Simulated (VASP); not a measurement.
# GaN (rocksalt type) (Fm-3m) in VASP: a series of runs

GaN (rocksalt type) is run at these levels: PBE; tasks: single point.

Everything below comes from runs of VASP 6.6.1. Logs are shortened: lines on timing, memory, paths and dates and some standing lists are left out, and cuts for length are marked.

## (1) The cell of the first run

The structure is cubic, space group Fm-3m (No. 225). Conventional cell: a = 3.497 Å, b = 3.497 Å, c = 3.497 Å, α = 90.00°, β = 90.00°, γ = 90.00°. Ga (site symmetry m-3m) has 6 N at 1.75 Å within 2.3 Å. Within 2.3 Å of N (site symmetry m-3m) lie 6 Ga at 1.75 Å.

## (2) Single point, PBE (volume scaled by 0.55)

Input file INCAR:

```
SYSTEM = GaN
PREC = Accurate
ENCUT = 520
EDIFF = 1E-6
ISMEAR = -1
SIGMA = 0.1
LREAL = .False.
LASPH = .True.
NELM = 80
ALGO = Normal
ISIF = 2
LWAVE = .False.
LCHARG = .False.
GGA = PE
NBANDS = 16
```

Input file KPOINTS:

```
Automatic mesh
0
Gamma
  15 15 15
  0 0 0
```

Input file POSCAR:

```
GaN
1.0
    0.0000000000      1.7486982478      1.7486982478
    1.7486982478      0.0000000000      1.7486982478
    1.7486982478      1.7486982478      0.0000000000
Ga N
1 1
Direct
    0.0000000000      0.0000000000      0.0000000000
    0.5000000000      0.5000000000      0.5000000000
```

Potentials or basis: VASP PAW PBE potentials, release 64 (Ga_d, N).

On the command line:

```sh
$ cat potpaw_PBE.64/Ga_d/POTCAR potpaw_PBE.64/N/POTCAR > POTCAR
$ mpirun -np 1 vasp_std > vasp.out
```

OUTCAR:

```text
SYSTEM = GaN
   PREC = Accurate
   ENCUT = 520
   EDIFF = 1E-6
   ISMEAR = -1
   LREAL = .False.
   LASPH = .True.
   NELM = 80
   ISIF = 2
   GGA = PE

 ion  position               nearest neighbor table
   1  0.000  0.000  0.000-   2 1.75   2 1.75   2 1.75   2 1.75   2 1.75   2 1.75
   2  0.500  0.500  0.500-   1 1.75   1 1.75   1 1.75   1 1.75   1 1.75   1 1.75

  LATTYP: Found a face centered cubic cell.
 ALAT       =     3.4973964956

  Lattice vectors:

 A1 = (   0.0000000000,   1.7486982478,   1.7486982478)
 A2 = (   1.7486982478,   0.0000000000,   1.7486982478)
 A3 = (   1.7486982478,   1.7486982478,   0.0000000000)

Analysis of symmetry for initial positions (statically):
=====================================================================
 Subroutine PRICEL returns:
 Original cell was already a primitive cell.

 Routine SETGRP: Setting up the symmetry group for a
 face centered cubic supercell.

 Subroutine GETGRP returns: Found 48 space group operations
 (whereof 48 operations were pure point group operations)
 out of a pool of 48 trial point group operations.

The static configuration has the point symmetry O_h .

Analysis of symmetry for dynamics (positions and initial velocities):
=====================================================================
 Subroutine PRICEL returns:
 Original cell was already a primitive cell.

 Routine SETGRP: Setting up the symmetry group for a
 face centered cubic supercell.

 Subroutine GETGRP returns: Found 48 space group operations
 (whereof 48 operations were pure point group operations)
 out of a pool of 48 trial point group operations.

The dynamic configuration has the point symmetry O_h .

 Subroutine INISYM returns: Found 48 space group operations
 (whereof 48 operations are pure point group operations),
 and found     1 'primitive' translations

----------------------------------------------------------------------------------------

                                     Primitive cell

  volume of cell :      10.6948

  direct lattice vectors                    reciprocal lattice vectors
     0.000000000  1.748698248  1.748698248    -0.285926975  0.285926975  0.285926975
     1.748698248  0.000000000  1.748698248     0.285926975 -0.285926975  0.285926975
     1.748698248  1.748698248  0.000000000     0.285926975  0.285926975 -0.285926975

  length of vectors
     2.473032779  2.473032779  2.473032779     0.495240048  0.495240048  0.495240048

  position of ions in fractional coordinates (direct lattice)
     0.000000000  0.000000000  0.000000000
     0.500000000  0.500000000  0.500000000

  ion indices of the primitive-cell ions
   primitive index   ion index
                 1           1
                 2           2

----------------------------------------------------------------------------------------

 KPOINTS: Automatic mesh

Automatic generation of k-mesh.
 Grid dimensions read from file:
 generate k-points for:   15   15   15

 Generating k-lattice:

  Cartesian coordinates                     Fractional coordinates (reciprocal lattice)
    -0.019061798  0.019061798  0.019061798     0.066666667  0.000000000  0.000000000
     0.019061798 -0.019061798  0.019061798     0.000000000  0.066666667  0.000000000
     0.019061798  0.019061798 -0.019061798     0.000000000  0.000000000  0.066666667

  Length of vectors
     0.033016003  0.033016003  0.033016003

  Shift w.r.t. Gamma in fractional coordinates (k-lattice)
     0.000000000  0.000000000  0.000000000

 Subroutine IBZKPT returns following result:
 ===========================================

 Found    120 irreducible k-points:

 Following reciprocal coordinates:
            Coordinates               Weight
  0.000000  0.000000  0.000000      1.000000
  0.066667  0.000000  0.000000      8.000000
  0.133333  0.000000  0.000000      8.000000
  0.200000  0.000000  0.000000      8.000000
  0.266667  0.000000  0.000000      8.000000
  0.333333  0.000000  0.000000      8.000000
[... 16 lines left out ...]
  0.133333  0.133333  0.000000      6.000000
  0.200000  0.133333  0.000000     24.000000
 [... further k-points ...]
   k-points           NKPTS =    120   k-points in BZ     NKDIM =    120   number of bands    NBANDS=     16
   number of dos      NEDOS =    301   number of ions     NIONS =      2
   total plane-waves  NPLWV =   5832
   dimension x,y,z NGX =    18 NGY =   18 NGZ =   18
   dimension x,y,z NGXF=    36 NGYF=   36 NGZF=   36
   ions per type =               1   1
   NGX,Y,Z   is equivalent  to a cutoff of  12.10, 12.10, 12.10 a.u.
   NGXF,Y,Z  is equivalent  to a cutoff of  24.20, 24.20, 24.20 a.u.
 SYSTEM =  GaN
   PREC   = accura    normal or accurate (medium, high low for compatibility)
   ISTART =      0    job   : 0-new  1-cont  2-samecut
   ICHARG =      2    charge: 1-file 2-atom 10-const
   ISPIN  =      1    spin polarized calculation?
   LNONCOLLINEAR =      F non collinear calculations
   LSORBIT =      F    spin-orbit coupling
   LASPH  =      T    aspherical Exc in radial PAW
   ENCUT  =  520.0 eV  38.22 Ry    6.18 a.u.   4.60  4.60  4.60*2*pi/ulx,y,z
   NELM   =     80;   NELMIN=  2; NELMDL= -5     # of ELM steps
   EDIFF  = 0.1E-05   stopping-criterion for ELM
   LREAL  =      F    real-space projection
   EDIFFG = 0.1E-04   stopping-criterion for IOM
   NSW    =      0    number of steps for IOM
   IBRION =     -1    ionic relax: 0-MD 1-quasi-New 2-CG
   NFREE  =      0    steps in history (QN), initial steepest desc. (CG)
   ISIF   =      2    stress and relaxation
   ISYM   =      2    0-nonsym 1-usesym 2-fastsym
   POTIM  = 0.5000    time-step for ionic-motion
   TEBEG  =    0.0;   TEEND  =   0.0 temperature during run
   PSTRESS=    0.0 pullay stress
   NELECT =      18.0000    total number of electrons
   NUPDOWN=      -1.0000    fix difference up-down
   EMIN   =  10.00;   EMAX   =-10.00  energy-range for DOS
   EFERMI =   0.00;   METHOD = LEGACY
   ISMEAR =    -1;   SIGMA  =   0.10  broadening in eV -4-tet -1-fermi 0-gaus
   EFERMI_NEDOS =   21; number of points for ismear=-14 and -15
   IALGO  =     38    algorithm
   IMIX   =      4    mixing-type and parameters
     AMIX     =   0.40;   BMIX     =  1.00
     AMIX_MAG =   1.60;   BMIX_MAG =  1.00
  volume/ion in A,a.u.               =       5.35        36.09
  Fermi-wavevector in a.u.,A,eV,Ry     =   1.947336  3.679931 51.594867  3.792116
  Thomas-Fermi vector in A             =   2.975598
   LORBIT       =      0    0 simple, 1 ext, 2 COOP (PROOUT), +10 PAW based schemes
   GGA     = PE    functional components
[... 5 lines left out ...]
 non-spin polarized calculation
  energy-cutoff  :      520.00
  volume of cell :       10.69
 maximum number of plane-waves:       302
   NGX =  9   NGY =  9   NGZ =  9

 number of electron      18.0000012 magnetization

 Free energy of the ion-electron system (eV)
  ---------------------------------------------------
  ext. energy  EPLUGINS =         0.00000000
  ---------------------------------------------------
  free energy    TOTEN  =        -3.58236010 eV

  energy without entropy =       -3.58236010  energy(sigma->0) =       -3.58236010

 E-fermi :  19.6594     XC(G=0): -16.7130

 val. band max:       17.5828200456   @ k =   0.4667   0.0000   0.0000
 cond. band min:      22.7918209893   @ k =   0.4667   0.4667   0.0000
 fundamental gap:      5.2090009437
 Fermi energy:        19.6594359432

 k-point     1 :       0.0000    0.0000    0.0000
  band No.  band energies     occupation
      1      -7.5444      2.00000
      2       2.5079      2.00000
      3       2.5079      2.00000
      4       2.5079      2.00000
      5       2.9165      2.00000
      6       2.9165      2.00000
[... 8 lines left out ...]
     15      43.5288      0.00000
     16      43.5288      0.00000

 k-point     2 :       0.0667    0.0000    0.0000
  band No.  band energies     occupation
      1      -7.3996      2.00000
      2       2.4708      2.00000
      3       2.5256      2.00000
      4       2.5256      2.00000
      5       2.8714      2.00000
      6       2.8714      2.00000
[... 8 lines left out ...]
     15      42.2184      0.00000
     16      42.2184      0.00000

 k-point     3 :       0.1333    0.0000    0.0000
  band No.  band energies     occupation
      1      -6.9694      2.00000
      2       2.3599      2.00000
      3       2.5079      2.00000
      4       2.5079      2.00000
      5       2.8167      2.00000
      6       2.8167      2.00000
[... 8 lines left out ...]
     15      40.8352      0.00000
     16      40.8352      0.00000

 k-point     4 :       0.2000    0.0000    0.0000
  band No.  band energies     occupation
      1      -6.2679      2.00000
      2       2.1731      2.00000
      3       2.3233      2.00000
      4       2.3233      2.00000
      5       2.9078      2.00000
      6       2.9078      2.00000
[... 8 lines left out ...]
     15      40.8454      0.00000
     16      40.8454      0.00000
[... 324 lines left out ...]
 k-point    22 :      -0.0667    0.0667    0.0000
  band No.  band energies     occupation
      1      -7.1604      2.00000
      2       2.4170      2.00000
      3       2.5148      2.00000
      4       2.5679      2.00000
      5       2.7149      2.00000
      6       2.9077      2.00000
[... 8 lines left out ...]
     15      39.6335      0.00000
     16      42.5166      0.00000

 k-point    23 :       0.1333    0.1333    0.0000
  band No.  band energies     occupation
      1      -6.7901      2.00000
      2       2.3468      2.00000
      3       2.3857      2.00000
      4       2.6164      2.00000
      5       2.6164      2.00000
      6       2.9898      2.00000
[... 8 lines left out ...]
     15      41.9504      0.00000
     16      46.6780      0.00000

 k-point    24 :       0.2000    0.1333    0.0000
  band No.  band energies     occupation
      1      -6.2917      2.00000
      2       2.1222      2.00000
      3       2.2453      2.00000
      4       2.6228      2.00000
      5       2.7195      2.00000
      6       3.0421      2.00000
[... 8 lines left out ...]
     15      43.4475      0.00000
     16      46.0450      0.00000

 [... further k-points ...]

------------------------ aborting loop because EDIFF is reached ----------------------------------------

  FORCE on cell =-STRESS in cart. coord.  units (eV):
  Direction    XX          YY          ZZ          XY          YZ          ZX
  --------------------------------------------------------------------------------------
  -------------------------------------------------------------------------------------
  Total       31.5666975     31.5666975     31.5666975      0.0000000      0.0000000     -0.0000000
  in kB     4728.9542327   4728.9542327   4728.9542327      0.0000000      0.0000000     -0.0000000
  external PRESSURE =    4728.9542327 kB  Pullay stress =       0.0000000 kB

 VOLUME and BASIS-vectors are now :
 -----------------------------------------------------------------------------
  energy-cutoff  :      520.00
  volume of cell :       10.69
      direct lattice vectors                 reciprocal lattice vectors
     0.000000000  1.748698248  1.748698248    -0.285926975  0.285926975  0.285926975
     1.748698248  0.000000000  1.748698248     0.285926975 -0.285926975  0.285926975
     1.748698248  1.748698248  0.000000000     0.285926975  0.285926975 -0.285926975

 POSITION                                       TOTAL-FORCE (eV/Angst)
 -----------------------------------------------------------------------------------
      0.00000      0.00000      0.00000         0.000000      0.000000      0.000000
      1.74870      1.74870      1.74870         0.000000      0.000000     -0.000000
 -----------------------------------------------------------------------------------
    total drift:                               -0.000000      0.000000      0.000000

  FREE ENERGIE OF THE ION-ELECTRON SYSTEM (eV)
  ---------------------------------------------------
  free  energy   TOTEN  =        -3.5823600972 eV

  energy  without entropy=       -3.5823600971  energy(sigma->0) =       -3.58236010
```

Wall time 19 s (1 thread of Intel Xeon 6975P-C, shared host); peak memory 0.13 GiB.

Results:

```
Free energy            : -3.5824 eV
Pressure               : 472.9 GPa
Band gap on the k mesh : 5.21 eV, indirect (least direct gap 6.86 eV)
```

Levels at points of the mesh, in eV from the valence-band top:
```
           k point  band 7  band 8  band 9  band 10  band 11  band 12
(0.00, 0.00, 0.00)   -1.91   -1.91   -1.91    10.65    17.16    18.54
```

 A k mesh can miss the band edges.

(Continued in part 2 of 2.)
